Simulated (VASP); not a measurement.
**ZnO: single point with HSE06**

Crystal: ZnO.

```
CELL_PARAMETERS angstrom
0.00000 2.13707 2.13707
2.13707 0.00000 2.13707
2.13707 2.13707 0.00000
ATOMIC_POSITIONS crystal
Zn 0.00000 0.00000 0.00000
O 0.50000 0.50000 0.50000
```

```json
{
 "Program": "VASP 6.6.1",
 "Task": "single point",
 "Functional": "HSE06",
 "Potentials or basis": "VASP PAW PBE potentials, release 64 (Zn, O)",
 "Cutoff": "520 eV",
 "k mesh": "6 × 6 × 6",
 "Occupations": "fermi-dirac, width 0.02 eV",
 "Spin": "no spin polarisation",
 "Dipole correction": "no",
 "Grid for exact exchange (PRECFOCK)": "Normal",
 "Further INCAR settings": "ALGO = Normal; EDIFF = 1e-06; NBANDS = 16",
 "Screening parameter": "0.2079 1/Å"
}
```

```yaml
Pressure: 1.5 GPa
Band_gap_on_the_k_mesh: 2.65 eV, indirect (least direct gap 3.87 eV)
```

Levels at points of the mesh, in eV from the valence-band top:
```tsv
k point	band 5	band 6	band 7	band 8	band 9	band 10	band 11	band 12	band 13	band 14
(0.00, 0.00, 0.00)	-5.84	-5.84	-1.22	-1.22	-1.22	2.65	20.04	20.04	20.04	20.24
(0.50, 0.00, 0.00)	-5.55	-5.55	-4.31	0.00	0.00	7.24	11.62	15.02	15.02	21.62
(0.50, 0.50, 0.00)	-5.43	-5.43	-5.16	-2.79	-2.79	6.34	13.00	13.04	18.05	18.05
```

Wall time 14 min on 1 thread of Intel(R) Xeon(R) Platinum 8488C (Sapphire Rapids), with other jobs on the host, peak memory 0.25 GiB.

Caveat: the k points lie up to 0.42 Å⁻¹ apart; the PAW data sets were made with another functional, which shifts forces and pressure a little. A k mesh can miss the band edges.
